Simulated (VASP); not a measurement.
Here is a VASP 6.6.1 calculation.

Contents of INCAR:

```
SYSTEM = Cu
PREC = Accurate
ENCUT = 700
EDIFF = 1E-6
ISMEAR = 0
SIGMA = 0.15
LREAL = .False.
LASPH = .True.
NELM = 120
ALGO = Normal
ISIF = 2
LWAVE = .False.
LCHARG = .True.
GGA = PE
LELF = .True.
LVHAR = .True.
NBANDS = 26
GGA_COMPAT = .False.
```

File KPOINTS:

```
Automatic mesh
0
Gamma
  12 12 12
  0 0 0
```

Contents of POSCAR:

```
Cu
1.0
    0.0000000000      0.0000000000     -2.7591133692
    0.0000000000     -2.9510604861      0.0000000000
   -2.9510604861      0.0000000000      0.0000000000
Cu
2
Direct
    0.5000000000      0.5000000000      0.5000000000
    0.0000000000      0.0000000000      0.0000000000
```

Potentials or basis: VASP PAW PBE potentials, release 64 (Cu_sv_GW).

Run with:

```console
$ cat potpaw_PBE.64/Cu_sv_GW/POTCAR > POTCAR
$ mpirun -np 1 vasp_std > vasp.out
```

Problem. Estimate the pressure.

Solution. -5.0 GPa.

Problem. Estimate the band gap on the k mesh.

Solution. Zero (band 19 reaches 13.50 eV, above the bottom of band 20 at 5.94 eV).

Stress tensor (GPa, compression positive):
```
-4.78  0.00  0.00
 0.00 -4.78  0.00
 0.00  0.00 -5.39
```
